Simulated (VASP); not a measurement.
Wanted: the native input for a VASP 6.6.1 run.

* Task: single point
* Functional: PBE
* Potentials or basis: VASP PAW PBE potentials, release 64 (Bi_d, O)
* Cutoff: 600 eV
* k mesh: 6 × 6 × 4
* Occupations: gaussian, width 0.2 eV
* Spin: no spin polarisation
* Dipole correction: no
* Further INCAR settings: ALGO = Normal; EDIFF = 1e-06; NBANDS = 29

The structure of BiO lies in POSCAR:

```
BiO
1.0
    3.3792520976      0.0000000025      0.0000000000
   -1.6896260510      2.9265181611      0.0000000000
    0.0000000000      0.0000000000      6.9552918281
Bi O
2 2
Direct
    0.3333333333      0.6666666667      0.2500000000
    0.6666666667      0.3333333333      0.7500000000
    0.0000000000      0.0000000000      0.0000000000
    0.0000000000      0.0000000000      0.5000000000
```

These files were run (other wordings do the same):

INCAR

```
ALGO = Normal
EDIFF = 1E-6
ENCUT = 600
GGA = PE
GGA_COMPAT = False
ISIF = 2
ISMEAR = 0
LASPH = True
LCHARG = False
LREAL = False
LWAVE = False
NBANDS = 29
NELM = 120
PREC = Accurate
SIGMA = 0.2
```

KPOINTS

```
k-points
0
Gamma
  6 6 4
```

Potentials or basis: VASP PAW PBE potentials, release 64 (Bi_d, O).

Run with:

```console
$ cat potpaw_PBE.64/Bi_d/POTCAR potpaw_PBE.64/O/POTCAR > POTCAR
$ mpirun -np 1 vasp_std > vasp.out
```

Results of the run:

| Item | Value |
| --- | --- |
| Pressure | -0.1 GPa |
| Band gap on the k mesh | zero (band 21 reaches 10.38 eV, above the bottom of band 22 at 7.59 eV) |

Caveat: spin-orbit coupling is left out, which moves the levels of the heavy elements.

It took 42 s on 1 thread of Intel Xeon 6975P-C, on a shared host, peak memory 0.21 GiB.
